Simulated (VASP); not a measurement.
Input of a VASP 6.6.1 run:

File POSCAR:

```
Si2Sb
1.0
    0.0000000000      3.2846717406      3.2846717406
    3.2846717406      0.0000000000      3.2846717406
    3.2846717406      3.2846717406      0.0000000000
Si Sb
2 1
Direct
    0.2500000000      0.2500000000      0.2500000000
    0.7500000000      0.7500000000      0.7500000000
    0.0000000000      0.0000000000      0.0000000000
```

INCAR.step1

```
PREC     = Accurate       # precision mode
ENCUT    = 520            # plane-wave cutoff, eV
ISMEAR   = 0              # smearing method
SIGMA    = 0.1            # smearing width, eV
LREAL    = F              # projectors in reciprocal space
LASPH    = T              # aspherical terms in the spheres
NELM     = 60             # most SCF steps
NBANDS   = 14             # bands
GGA      = PE             # functional
ALGO     = Normal         # electronic algorithm
EDIFF    = 1E-4           # SCF threshold, eV
LWAVE    = T              # write WAVECAR
LCHARG   = F              # write CHGCAR
```

Contents of INCAR.step2:

```
PREC     = Accurate       # precision mode
ENCUT    = 520            # plane-wave cutoff, eV
EDIFF    = 1E-6           # SCF threshold, eV
ISMEAR   = 0              # smearing method
SIGMA    = 0.1            # smearing width, eV
LREAL    = F              # projectors in reciprocal space
LASPH    = T              # aspherical terms in the spheres
NELM     = 60             # most SCF steps
ALGO     = Normal         # electronic algorithm
ISIF     = 2              # what is computed and relaxed
LWAVE    = F              # write WAVECAR
LCHARG   = F              # write CHGCAR
METAGGA  = R2SCAN         # meta-GGA
LMIXTAU  = T            
NBANDS   = 14             # bands
ISTART   = 1
```

The input KPOINTS:

```
regular mesh
0
Gamma
  12 12 12
```

Potentials or basis: VASP PAW PBE potentials, release 64 (Si, Sb).

Launch:

```console
$ cat potpaw_PBE.64/Si/POTCAR potpaw_PBE.64/Sb/POTCAR > POTCAR
$ cp INCAR.step1 INCAR
$ mpirun -np 1 vasp_std > vasp.out
$ cp INCAR.step2 INCAR
$ mpirun -np 1 vasp_std > vasp.out
```

Q: Predict the band gap on the k mesh.

A: Zero (an odd number of electrons rules out a gap without spin polarisation).

Q: What does it give for the pressure?

A: 0.1 GPa.

Caveat: the PAW data sets were made with another functional, which shifts forces and pressure a little; spin-orbit coupling is left out, which moves the levels of the heavy elements.
